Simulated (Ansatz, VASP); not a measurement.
**BC7 in VASP and in Ansatz**

File INCAR:

```
  ALGO = Normal
  EDIFF = 1E-6
  ENCUT = 520
  GGA = RP
  ISIF = 2
  ISMEAR = -1
  IVDW = 13
  LASPH = True
  LCHARG = False
  LREAL = False
  LWAVE = False
  NBANDS = 26
  NELM = 80
  PREC = Accurate
  SIGMA = 0.01
```

File KPOINTS:

```
k-points
0
Gamma
  3 3 3
```

Contents of POSCAR:

```
BC7
1.0
    3.5614900000     -0.0328300000     -0.0015500000
   -0.0328300000      3.6171200000     -0.0492900000
   -0.0015500000     -0.0492900000      3.6551400000
B C
1 7
Direct
    0.9954600000      0.9995700000      0.9936700000
    0.9980600000      0.5015100000      0.5022900000
    0.5003200000      0.5020700000      0.0003900000
    0.4994400000      0.9979000000      0.4949000000
    0.7424600000      0.7547400000      0.2530300000
    0.7562100000      0.2487100000      0.7437600000
    0.2545800000      0.7489500000      0.7511700000
    0.2431300000      0.2635800000      0.2583100000
```

Input for Ansatz:

```yaml
crystal:
  lattice:
    - [3.56149, -0.03283, -0.00155]
    - [-0.03283, 3.61712, -0.04929]
    - [-0.00155, -0.04929, 3.65514]
  atoms:
    - { symbol: B, position: [0.99546, 0.99957, 0.99367] }
    - { symbol: C, position: [0.99806, 0.50151, 0.50229] }
    - { symbol: C, position: [0.50032, 0.50207, 0.00039] }
    - { symbol: C, position: [0.49944, 0.9979, 0.4949] }
    - { symbol: C, position: [0.74246, 0.75474, 0.25303] }
    - { symbol: C, position: [0.75621, 0.24871, 0.74376] }
    - { symbol: C, position: [0.25458, 0.74895, 0.75117] }
    - { symbol: C, position: [0.24313, 0.26358, 0.25831] }
basis:
  ecutwfc: 470.0
kpoints:
  mp_grid: { grid: [3, 3, 3], shift: [0.0, 0.0, 0.0] }
hamiltonian:
  xc: rpbe
  dispersion: d4
scf:
  max_iter: 80
  occupations: { method: fermi_dirac, width: 0.01 }
output:
  write_density: true
  volumetric_format: cube
  stress: true
```

Alike in both runs: task single point; functional RPBE; dispersion D4; k mesh 3 × 3 × 3; occupations fermi-dirac, width 0.01 eV; no spin polarisation.

```csv
,VASP,Ansatz
version,VASP 6.6.1,Ansatz 0.2.0
potentials or method,"VASP PAW PBE potentials, release 64 (B, C), cutoff 520 eV","plane waves, PAW"
valence electrons in the cell,31,31
```

|  | VASP | Ansatz | Ansatz less VASP |
| --- | --- | --- | --- |
| pressure (GPa) | -2.7 | -3.1 | -0.38 |
| traceless stress, the component that is largest in VASP (GPa) | 12.70 | 12.62 | -0.082 |

VASP's potentials were made for PBE, not for RPBE.

The k mesh is coarse, so the values compare programs but aren't converged.
